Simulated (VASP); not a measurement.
# Ca8Mg7Be (a cell with a defect) in VASP: single point with LDA

Aim: the single point of Ca8Mg7Be (a cell with a defect) with LDA.

Everything below comes from runs of VASP 6.6.1. Logs are shortened: lines on timing, memory, paths and dates and some standing lists are left out, and cuts for length are marked.

## Step 1: The cell of the first run

The cell holds a defect, 16 atoms: a = 7.932 Å, b = 7.932 Å, c = 7.932 Å, α = 90.00°, β = 90.00°, γ = 90.00°.

## Step 2: Single point, LDA

INCAR

```
PREC = Accurate
ENCUT = 520
EDIFF = 1E-6
ISMEAR = 1
SIGMA = 0.1
LREAL = False
LASPH = True
NELM = 120
ALGO = Normal
ISIF = 2
LWAVE = False
LCHARG = False
NBANDS = 62
GGA_COMPAT = False
```

KPOINTS

```
Automatic mesh
0
Gamma
  2 2 2
```

POSCAR

```
Ca8Mg7Be
1.0
    7.9322800000      0.0000000000      0.0000000000
    0.0000000000      7.9322800000      0.0000000000
    0.0000000000      0.0000000000      7.9322800000
Ca Be Mg
8 1 7
Direct
    0.0000000000      0.0000000000      0.0000000000
    0.0000000000      0.0000000000      0.5000000000
    0.0000000000      0.5000000000      0.0000000000
    0.0000000000      0.5000000000      0.5000000000
    0.5000000000      0.0000000000      0.0000000000
    0.5000000000      0.0000000000      0.5000000000
    0.5000000000      0.5000000000      0.0000000000
    0.5000000000      0.5000000000      0.5000000000
    0.2500000000      0.2500000000      0.2500000000
    0.2500000000      0.2500000000      0.7500000000
    0.2500000000      0.7500000000      0.2500000000
    0.2500000000      0.7500000000      0.7500000000
    0.7500000000      0.2500000000      0.2500000000
    0.7500000000      0.2500000000      0.7500000000
    0.7500000000      0.7500000000      0.2500000000
    0.7500000000      0.7500000000      0.7500000000
```

Potentials or basis: VASP PAW LDA potentials, release 64 (Ca_sv, Be, Mg).

Started as:

```sh
cat potpaw_LDA.64/Ca_sv/POTCAR potpaw_LDA.64/Be/POTCAR potpaw_LDA.64/Mg/POTCAR > POTCAR
mpirun -np 1 vasp_std > vasp.out
```

OUTCAR:

```text
PREC = Accurate
   ENCUT = 520
   EDIFF = 1E-6
   ISMEAR = 1
   LREAL = False
   LASPH = True
   NELM = 120
   ISIF = 2

 ion  position               nearest neighbor table
   1  0.000  0.000  0.000-
   2  0.000  0.000  0.500-
   3  0.000  0.500  0.000-
   4  0.000  0.500  0.500-
   5  0.500  0.000  0.000-
   6  0.500  0.000  0.500-
[... 8 lines left out ...]
  15  0.750  0.750  0.250-
  16  0.750  0.750  0.750-

  LATTYP: Found a simple cubic cell.
 ALAT       =     7.9322800000

  Lattice vectors:

 A1 = (   7.9322800000,   0.0000000000,   0.0000000000)
 A2 = (   0.0000000000,   7.9322800000,   0.0000000000)
 A3 = (   0.0000000000,   0.0000000000,   7.9322800000)

Analysis of symmetry for initial positions (statically):
=====================================================================
 Subroutine PRICEL returns:
 Original cell was already a primitive cell.

 Routine SETGRP: Setting up the symmetry group for a
 simple cubic supercell.

 Subroutine GETGRP returns: Found 48 space group operations
 (whereof  6 operations were pure point group operations)
 out of a pool of 48 trial point group operations.

The static configuration has the point symmetry C_3v.
 The point group associated with its full space group is O_h .

Analysis of symmetry for dynamics (positions and initial velocities):
=====================================================================
 Subroutine PRICEL returns:
 Original cell was already a primitive cell.

 Routine SETGRP: Setting up the symmetry group for a
 simple cubic supercell.

 Subroutine GETGRP returns: Found 48 space group operations
 (whereof  6 operations were pure point group operations)
 out of a pool of 48 trial point group operations.

The dynamic configuration has the point symmetry C_3v.
 The point group associated with its full space group is O_h .

 Subroutine INISYM returns: Found 48 space group operations
 (whereof  6 operations are pure point group operations),
 and found     1 'primitive' translations

----------------------------------------------------------------------------------------

                                     Primitive cell

  volume of cell :     499.1075

  direct lattice vectors                    reciprocal lattice vectors
     7.932280000  0.000000000  0.000000000     0.126067158  0.000000000  0.000000000
     0.000000000  7.932280000  0.000000000     0.000000000  0.126067158  0.000000000
     0.000000000  0.000000000  7.932280000     0.000000000  0.000000000  0.126067158

  length of vectors
     7.932280000  7.932280000  7.932280000     0.126067158  0.126067158  0.126067158

  position of ions in fractional coordinates (direct lattice)
     0.000000000  0.000000000  0.000000000
     0.000000000  0.000000000  0.500000000
     0.000000000  0.500000000  0.000000000
     0.000000000  0.500000000  0.500000000
     0.500000000  0.000000000  0.000000000
     0.500000000  0.000000000  0.500000000
[... 8 lines left out ...]
     0.750000000  0.750000000  0.250000000
     0.750000000  0.750000000  0.750000000

  ion indices of the primitive-cell ions
   primitive index   ion index
                 1           1
                 2           2
                 3           3
                 4           4
                 5           5
                 6           6
[... 8 lines left out ...]
                15          15
                16          16

----------------------------------------------------------------------------------------

 KPOINTS: Automatic mesh

Automatic generation of k-mesh.
 Grid dimensions read from file:
 generate k-points for:    2    2    2

 Generating k-lattice:

  Cartesian coordinates                     Fractional coordinates (reciprocal lattice)
     0.063033579  0.000000000  0.000000000     0.500000000  0.000000000  0.000000000
     0.000000000  0.063033579  0.000000000     0.000000000  0.500000000  0.000000000
     0.000000000  0.000000000  0.063033579     0.000000000  0.000000000  0.500000000

  Length of vectors
     0.063033579  0.063033579  0.063033579

  Shift w.r.t. Gamma in fractional coordinates (k-lattice)
     0.000000000  0.000000000  0.000000000

 Subroutine IBZKPT returns following result:
 ===========================================

 Found      4 irreducible k-points:

 Following reciprocal coordinates:
            Coordinates               Weight
  0.000000  0.000000  0.000000      1.000000
  0.500000  0.000000  0.000000      3.000000
  0.500000  0.500000  0.000000      3.000000
  0.500000  0.500000  0.500000      1.000000
   k-points           NKPTS =      4   k-points in BZ     NKDIM =      4   number of bands    NBANDS=     62
   number of dos      NEDOS =    301   number of ions     NIONS =     16
   total plane-waves  NPLWV = 216000
   dimension x,y,z NGX =    60 NGY =   60 NGZ =   60
   dimension x,y,z NGXF=   120 NGYF=  120 NGZF=  120
   ions per type =               8   1   7
   NGX,Y,Z   is equivalent  to a cutoff of  12.57, 12.57, 12.57 a.u.
   NGXF,Y,Z  is equivalent  to a cutoff of  25.15, 25.15, 25.15 a.u.
 SYSTEM =  unknown system
   PREC   = accura    normal or accurate (medium, high low for compatibility)
   ISTART =      0    job   : 0-new  1-cont  2-samecut
   ICHARG =      2    charge: 1-file 2-atom 10-const
   ISPIN  =      1    spin polarized calculation?
   LNONCOLLINEAR =      F non collinear calculations
   LSORBIT =      F    spin-orbit coupling
   LASPH  =      T    aspherical Exc in radial PAW
   ENCUT  =  520.0 eV  38.22 Ry    6.18 a.u.  14.75 14.75 14.75*2*pi/ulx,y,z
   NELM   =    120;   NELMIN=  2; NELMDL= -5     # of ELM steps
   EDIFF  = 0.1E-05   stopping-criterion for ELM
   LREAL  =      F    real-space projection
   EDIFFG = 0.1E-04   stopping-criterion for IOM
   NSW    =      0    number of steps for IOM
   IBRION =     -1    ionic relax: 0-MD 1-quasi-New 2-CG
   NFREE  =      0    steps in history (QN), initial steepest desc. (CG)
   ISIF   =      2    stress and relaxation
   ISYM   =      2    0-nonsym 1-usesym 2-fastsym
   POTIM  = 0.5000    time-step for ionic-motion
   TEBEG  =    0.0;   TEEND  =   0.0 temperature during run
   PSTRESS=    0.0 pullay stress
   NELECT =      96.0000    total number of electrons
   NUPDOWN=      -1.0000    fix difference up-down
   EMIN   =  10.00;   EMAX   =-10.00  energy-range for DOS
   EFERMI =   0.00;   METHOD = LEGACY
   ISMEAR =     1;   SIGMA  =   0.10  broadening in eV -4-tet -1-fermi 0-gaus
   EFERMI_NEDOS =   21; number of points for ismear=-14 and -15
   IALGO  =     38    algorithm
   IMIX   =      4    mixing-type and parameters
     AMIX     =   0.40;   BMIX     =  1.00
     AMIX_MAG =   1.60;   BMIX_MAG =  1.00
  volume/ion in A,a.u.               =      31.19       210.51
  Fermi-wavevector in a.u.,A,eV,Ry     =   0.945004  1.785800 12.150458  0.893033
  Thomas-Fermi vector in A             =   2.072864
   LORBIT       =      0    0 simple, 1 ext, 2 COOP (PROOUT), +10 PAW based schemes
   GGA     = CA    functional components
   LHFCALC =     F    Hartree Fock is set to
   AEXX    =    0.0000 exact exchange contribution
   IVDW    =     0    specifies the selected vdW correction
   LEPSILON=     F    determine dielectric tensor
   LRPA    =     F    only Hartree local field effects (RPA)
 non-spin polarized calculation
 Methfessel and Paxton  Order N= 1 SIGMA  =   0.10
  energy-cutoff  :      520.00
  volume of cell :      499.11
 maximum number of plane-waves:     13512
 NGX is ok and might be reduce to    60
   NGX = 29   NGY = 29   NGZ = 29

 number of electron      95.9999962 magnetization

 Free energy of the ion-electron system (eV)
  ---------------------------------------------------
  ext. energy  EPLUGINS =         0.00000000
  ---------------------------------------------------
  free energy    TOTEN  =       -33.76181489 eV

  energy without entropy =      -33.71683046  energy(sigma->0) =      -33.74682008

 E-fermi :   2.1151     XC(G=0):  -8.3294

 val. band max:        2.0771567674   @ k =   0.5000   0.5000   0.0000
 cond. band min:       2.1179376468   @ k =   0.5000   0.5000   0.0000
 fundamental gap:      0.0407808793
 Fermi energy:         2.1151011154

 k-point     1 :       0.0000    0.0000    0.0000
  band No.  band energies     occupation
      1     -39.1644      2.00000
      2     -39.1602      2.00000
      3     -39.1602      2.00000
      4     -39.1602      2.00000
      5     -39.1561      2.00000
      6     -39.1561      2.00000
[... 52 lines left out ...]
     59       3.6243     -0.00000
     60       3.6243     -0.00000

 k-point     2 :       0.5000    0.0000    0.0000
  band No.  band energies     occupation
      1     -39.1623      2.00000
      2     -39.1623      2.00000
      3     -39.1582      2.00000
      4     -39.1582      2.00000
      5     -39.1581      2.00000
      6     -39.1581      2.00000
[... 52 lines left out ...]
     59       3.5201     -0.00000
     60       3.5201     -0.00000

 k-point     3 :       0.5000    0.5000    0.0000
  band No.  band energies     occupation
      1     -39.1603      2.00000
      2     -39.1602      2.00000
      3     -39.1602      2.00000
      4     -39.1602      2.00000
      5     -39.1561      2.00000
      6     -39.1561      2.00000
[... 52 lines left out ...]
     59       3.9424     -0.00000
     60       3.9618     -0.00000

 k-point     4 :       0.5000    0.5000    0.5000
  band No.  band energies     occupation
      1     -39.1582      2.00000
      2     -39.1582      2.00000
      3     -39.1582      2.00000
      4     -39.1582      2.00000
      5     -39.1581      2.00000
      6     -39.1581      2.00000
[... 52 lines left out ...]
     59       3.1556     -0.00000
     60       3.1624     -0.00000
 [bands above 60 left out]

------------------------ aborting loop because EDIFF is reached ----------------------------------------

  FORCE on cell =-STRESS in cart. coord.  units (eV):
  Direction    XX          YY          ZZ          XY          YZ          ZX
  --------------------------------------------------------------------------------------
  -------------------------------------------------------------------------------------
  Total       -9.4087538     -9.4087538     -9.4087538     -0.0000000     -0.0000000      0.0000000
  in kB      -30.2028956    -30.2028956    -30.2028956     -0.0000000     -0.0000000      0.0000000
  external PRESSURE =     -30.2028956 kB  Pullay stress =       0.0000000 kB

 VOLUME and BASIS-vectors are now :
 -----------------------------------------------------------------------------
  energy-cutoff  :      520.00
  volume of cell :      499.11
      direct lattice vectors                 reciprocal lattice vectors
     7.932280000  0.000000000  0.000000000     0.126067158  0.000000000  0.000000000
     0.000000000  7.932280000  0.000000000     0.000000000  0.126067158  0.000000000
     0.000000000  0.000000000  7.932280000     0.000000000  0.000000000  0.126067158

 POSITION                                       TOTAL-FORCE (eV/Angst)
 -----------------------------------------------------------------------------------
      0.00000      0.00000      0.00000         0.179190      0.179190      0.179190
      0.00000      0.00000      3.96614         0.179190      0.179190     -0.179190
      0.00000      3.96614      0.00000         0.179190     -0.179190      0.179190
      0.00000      3.96614      3.96614         0.179190     -0.179190     -0.179190
      3.96614      0.00000      0.00000        -0.179190      0.179190      0.179190
      3.96614      0.00000      3.96614        -0.179190      0.179190     -0.179190
[... 8 lines left out ...]
      5.94921      5.94921      1.98307        -0.000000      0.000000     -0.000000
      5.94921      5.94921      5.94921        -0.000000      0.000000     -0.000000
 -----------------------------------------------------------------------------------
    total drift:                                0.000000     -0.000000     -0.000000

  FREE ENERGIE OF THE ION-ELECTRON SYSTEM (eV)
  ---------------------------------------------------
  free  energy   TOTEN  =       -33.7618148877 eV

  energy  without entropy=      -33.7168304570  energy(sigma->0) =      -33.74682008
```

It took 87 s on 1 thread of AMD EPYC 9R45 (Zen 5), shared host; peak memory 0.39 GiB.

What came out:

```
Free energy            : -33.7618 eV
Pressure               : -3.0 GPa
Largest force          : 0.310 eV/Å
Band gap on the k mesh : zero (bands 48 and 49 overlap by 0.67 eV)
```

Forces on the atoms (eV/Å):
```
Ca   0.179  0.179  0.179
Ca   0.179  0.179 -0.179
Ca   0.179 -0.179  0.179
Ca   0.179 -0.179 -0.179
Ca  -0.179  0.179  0.179
Ca  -0.179  0.179 -0.179
Ca  -0.179 -0.179  0.179
Ca  -0.179 -0.179 -0.179
Be   0.000  0.000  0.000
Mg   0.000  0.000  0.000
Mg   0.000  0.000  0.000
Mg   0.000  0.000  0.000
Mg   0.000  0.000  0.000
Mg   0.000  0.000  0.000
Mg   0.000  0.000  0.000
Mg   0.000  0.000  0.000
```

Levels at points of the mesh, in eV from the Fermi level:
```tsv
k point	band 46	band 47	band 48	band 49	band 50	band 51
(0.00, 0.00, 0.00)	-0.50	-0.50	-0.50	-0.49	-0.49	-0.49
(0.50, 0.00, 0.00)	-0.51	-0.50	-0.50	-0.42	-0.37	0.65
(0.50, 0.50, 0.00)	-0.04	0.00	0.00	0.00	0.01	0.01
(0.50, 0.50, 0.50)	0.18	0.18	0.18	0.18	0.18	0.18
```

Caveat: the k points lie up to 0.40 Å⁻¹ apart, too coarse for converged energies and pressures of a metal.
